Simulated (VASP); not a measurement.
A run of VASP 6.6.1 is set up as follows.

File INCAR:

```
ALGO = Normal
EDIFF = 1E-7
EDIFFG = -0.1
ENCUT = 450
GGA = CA
GGA_COMPAT = F
IBRION = 2
ISIF = 2
ISMEAR = 0
LASPH = T
LCHARG = F
LREAL = F
LWAVE = F
NELM = 120
NELMIN = 4
NSW = 80
PREC = Accurate
SIGMA = 0.01
```

The input KPOINTS:

```
k-points
0
Gamma
  2 2 1
```

POSCAR

```
Ba2H3I
1.0
    4.5364000000      0.0000000000      0.0000000000
   -2.2682000000      3.9286400000      0.0000000000
    0.0000000000      0.0000000000      8.1195500000
Ba H I
2 3 1
Direct
    0.6666666667      0.3333333333      0.6847200000
    0.3333333333      0.6666666667      0.3152800000
    0.6666666667      0.3333333333      0.3561000000
    0.3333333333      0.6666666667      0.6439000000
    0.0000000000      0.0000000000      0.5000000000
    0.0000000000      0.0000000000      0.0000000000
```

Potentials or basis: VASP PAW LDA potentials, release 64 (Ba_sv, H, I).

Command:

```bash
$ cat potpaw_LDA.64/Ba_sv/POTCAR potpaw_LDA.64/H/POTCAR potpaw_LDA.64/I/POTCAR > POTCAR
$ mpirun -np 1 vasp_std > vasp.out
```

Question: Predict the band gap on the k mesh.

Answer: 2.22 eV, direct.

Question: What does it give for the energy gained by relaxing?

Answer: 1.6 meV/atom.

Stress tensor (GPa, compression positive):
```
-1.86  0.00  0.00
 0.00 -1.86  0.00
 0.00  0.00 -2.63
```

Caveat: the k points lie up to 0.80 Å⁻¹ apart; spin-orbit coupling is left out, which moves the levels of the heavy elements. LDA gaps usually lie below the measured ones, often by a third to a half.
